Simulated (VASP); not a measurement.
Wanted: the native input for a VASP 6.6.1 run.

```
Task                   : single point
Functional             : LDA
Potentials or basis    : VASP PAW LDA potentials, release 64 (Al)
Cutoff                 : 520 eV
k mesh                 : 5 × 5 × 5
Occupations            : fermi-dirac, width 0.1 eV
Spin                   : no spin polarisation
Dipole correction      : no
Further INCAR settings : ALGO = Normal; EDIFF = 1e-07; NBANDS = 8
```

The structure of Al lies in POSCAR:

```
Al
1.0
    4.4319880000      0.0000000000      0.0000000000
    0.0000000000      4.4319880000      0.0000000000
    0.0000000000      0.0000000000      4.4319880000
Al
1
Direct
    0.0000000000      0.0000000000      0.0000000000
```

One way to write it, as run:

INCAR

```
SYSTEM = Al
  PREC = Accurate
  ENCUT = 520
  EDIFF = 1E-7
  ISMEAR = -1
  SIGMA = 0.1
  LREAL = .False.
  LASPH = .True.
  NELM = 60
  ALGO = Normal
  ISIF = 2
  LWAVE = .False.
  LCHARG = .True.
  GGA = CA
  LELF = .True.
  LVHAR = .True.
  NBANDS = 8
```

KPOINTS

```
regular mesh
0
Gamma
  5 5 5
  0 0 0
```

Potentials or basis: VASP PAW LDA potentials, release 64 (Al).

Command:

```console
$ cat potpaw_LDA.64/Al/POTCAR > POTCAR
$ mpirun -np 1 vasp_std > vasp.out
```

It gave:

- Pressure: -2.6 GPa

Wall time 11 s on 1 thread of Intel Xeon 8259CL, with other jobs on the host, peak memory 0.16 GiB.
